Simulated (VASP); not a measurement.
Crystal: MoS2.

```
Mo S
1.0
     3.16900    0.00000    0.00000
    -1.58450    2.74443    0.00000
     0.00000    0.00000   12.32400
Mo S
2 4
Direct
  0.66667 0.33333 0.75000
  0.33333 0.66667 0.25000
  0.66667 0.33333 0.37700
  0.33333 0.66667 0.87700
  0.66667 0.33333 0.12300
  0.33333 0.66667 0.62300
```

Base run:

| Quantity | Value |
| --- | --- |
| Program | VASP 6.6.1 |
| Functional | PBE |
| Potentials or basis | VASP PAW PBE potentials, release 64 (Mo_sv, S) |
| Cutoff | 520 eV |
| k mesh | 10 × 10 × 3 |
| Occupations | gaussian, width 0.015 eV |
| Spin | no spin polarisation |

Its results: band gap on the k mesh 0.94 eV (least direct gap 1.87 eV); pressure 1.9 GPa; largest force 0.078 eV/Å.

Q: The run is repeated on the same cell with these changes: functional from PBE to r2SCAN; occupations from gaussian, width 0.015 eV to fermi-dirac, width 0.05 eV. What comes out?

A: Band gap on the k mesh 1.04 eV (least direct gap 1.99 eV); pressure 0.8 GPa; largest force 0.239 eV/Å.

Caveats: this functional lacks dispersion, which binds layers or chains, so the pressure and a relaxed spacing across them are unreliable (at least some runs); the PAW data sets were made with another functional, which shifts forces and pressure a little (at least some runs).

A k mesh can miss the band edges.
